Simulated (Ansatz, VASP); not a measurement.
# LiCl: VASP beside Ansatz

The input POSCAR:

```
LiCl
1.0
    3.7306284281      0.0000000000      0.0000000000
   -1.8653142141      3.2308189908      0.0000000000
    0.0000000000      0.0000000000      6.4556775807
Li Cl
2 2
Direct
    0.3333333333      0.6666666667      0.0051503627
    0.6666666667      0.3333333333      0.5051503627
    0.3333333333      0.6666666667      0.3698496373
    0.6666666667      0.3333333333      0.8698496373
```

Contents of INCAR.step1:

```
  ALGO = Normal
  EDIFF = 1E-5
  ENCUT = 520
  GGA = PE
  ISIF = 2
  ISMEAR = 0
  KPAR = 4
  LASPH = T
  LCHARG = F
  LREAL = F
  LWAVE = T
  NBANDS = 18
  NELM = 60
  PREC = Accurate
  SIGMA = 0.01
```

INCAR.step2

```
  ALGO = Normal
  EDIFF = 1E-7
  ENCUT = 520
  GGA = PE
  HFSCREEN = 0.2079
  ISIF = 2
  ISMEAR = 0
  ISTART = 1
  KPAR = 4
  LASPH = T
  LCHARG = F
  LHFCALC = T
  LREAL = F
  LWAVE = F
  NBANDS = 18
  NELM = 60
  PREC = Accurate
  PRECFOCK = Normal
  SIGMA = 0.01
```

Contents of KPOINTS:

```
k-points
0
Gamma
  6 6 4
```

Input for Ansatz:

```yaml
crystal:
  lattice:
    - [3.7306284281, 0.0, 0.0]
    - [-1.8653142141, 3.2308189908, 0.0]
    - [0.0, 0.0, 6.4556775807]
  atoms:
    - { symbol: Li, position: [0.3333333333, 0.6666666667, 0.0051503627] }
    - { symbol: Li, position: [0.6666666667, 0.3333333333, 0.5051503627] }
    - { symbol: Cl, position: [0.3333333333, 0.6666666667, 0.3698496373] }
    - { symbol: Cl, position: [0.6666666667, 0.3333333333, 0.8698496373] }
kpoints:
  mp_grid: { grid: [6, 6, 4] }
  band_path:
    path:
      - [0.0, 0.0, 0.0]
      - [0.5, 0.0, 0.0]
      - [0.3333333333, 0.3333333333, 0.0]
      - [0.0, 0.0, 0.5]
      - [0.5, 0.0, 0.5]
      - [0.3333333333, 0.3333333333, 0.5]
    npoints: 1
hamiltonian:
  xc: hse06
scf:
  occupations: { method: fixed }
  n_extra_bands: 5
output:
  forces: true
  stress: true
  eigenvalues: true
```

Change from the starting cell: epitaxial_xy strain -4.2%.

Alike in both runs: task single point; functional HSE06; k mesh 6 × 6 × 4; no spin polarisation.

|  | VASP | Ansatz |
| --- | --- | --- |
| version | VASP 6.6.1 | Ansatz 0.2.0 |
| potentials or method | VASP PAW PBE potentials, release 64 (Li_sv, Cl) | plane waves, PAW |
| plane-wave cutoff (eV) | 520 | 420 |
| occupations | gaussian, width 0.01 eV | fixed |
| valence electrons in the cell | 20 | 20 |

```csv
,VASP,Ansatz,Ansatz less VASP
gap on the k mesh at the Fermi level (eV),7.45,7.45,0.000
```

Ansatz's warnings: stress exchange threshold loose, stress scf threshold loose.

Noted on VASP's run: the cutoff is short for stress, so the pressure is rough.
